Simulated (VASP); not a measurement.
Runs of VASP 6.6.1 on InAs. The structure is that of space group P6_3/mmc (No. 194), or close to it. The cells are those of the table. 

```tsv
task	level	cell	k mesh	cutoff (eV)	gap on the mesh (eV)	pressure (GPa)	relaxed volume (Å³/atom)
relaxation of cell and atoms	r2SCAN	relaxed from a = 4.017, b = 4.017, c = 6.901 Å, angles 90.0, 90.0, 120.0°, 4 atoms	6 × 6 × 4	600	none	0.0	(a)
single point	r2SCAN	a = 3.965, b = 3.965, c = 6.849 Å, angles 90.0, 90.0, 120.0°, 4 atoms	6 × 6 × 4	520	none	0.1	-
relaxation of cell and atoms	PBE	relaxed from a = 3.883, b = 3.883, c = 6.330 Å, angles 90.0, 90.0, 120.0°, 4 atoms	12 × 12 × 4	600	none	0.0	24.13
single point	PBE	a = 4.017, b = 4.017, c = 6.901 Å, angles 90.0, 90.0, 120.0°, 4 atoms	12 × 12 × 4	520	none	0.0	-
```

Alike in all rows: potentials or basis VASP PAW PBE potentials, release 64 (In_d, As); no spin polarisation; smearing fermi-dirac 0.02 eV.

Task: Fill in the values left out.

Result: (a) 23.35.

Caveats: spin-orbit coupling is left out, which moves the levels of the heavy elements; the PAW data sets were made with another functional, which shifts forces and pressure a little (some runs); the volume moved by over 15 % at a fixed basis, so the end points are rough (some runs).

A k mesh can miss the band edges, and the runs leave out spin-orbit coupling on As, In.

A gap of «none» marks levels without a gap at the run's occupations.
